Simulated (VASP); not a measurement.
Here is a VASP 6.6.1 calculation.

INCAR

```
SYSTEM = MoS2
  PREC = Accurate
  ENCUT = 520
  EDIFF = 1E-7
  ISMEAR = 0
  SIGMA = 0.02
  LREAL = .FALSE.
  LASPH = .TRUE.
  NELM = 80
  ALGO = Normal
  ISIF = 2
  LWAVE = .FALSE.
  LCHARG = .TRUE.
  GGA = PS
  LELF = .TRUE.
  LVHAR = .TRUE.
  NBANDS = 35
```

The input KPOINTS:

```
regular mesh
0
G
  12 12 2
  0 0 0
```

File POSCAR:

```
MoS2
1.0
    3.3298717024      0.0000000000      0.0000000000
   -1.6649358512      2.8837534857      0.0000000000
    0.0000000000      0.0000000000     12.2842836374
Mo S
2 4
Direct
    0.6666666667      0.3333333333      0.2500000000
    0.3333333333      0.6666666667      0.7500000000
    0.6666666667      0.3333333333      0.6279149883
    0.3333333333      0.6666666667      0.3720850117
    0.6666666667      0.3333333333      0.8720850117
    0.3333333333      0.6666666667      0.1279149883
```

Potentials or basis: VASP PAW PBE potentials, release 64 (Mo_sv, S).

Launch:

```bash
$ cat potpaw_PBE.64/Mo_sv/POTCAR potpaw_PBE.64/S/POTCAR > POTCAR
$ mpirun -np 1 vasp_std > vasp.out
```

Estimate the pressure.

-9.0 GPa.

What does it give for the band gap on the k mesh?

0.10 eV (least direct gap 1.18 eV).

Stress tensor (GPa, compression positive):
```
-13.51   0.00   0.00
  0.00 -13.51   0.00
  0.00   0.00  -0.01
```

Caveat: the cell stands under tension; the PAW data sets were made with another functional, which shifts forces and pressure a little; this functional lacks dispersion, which binds the layers, so the pressure and a relaxed spacing across them are unreliable. A k mesh can miss the band edges.
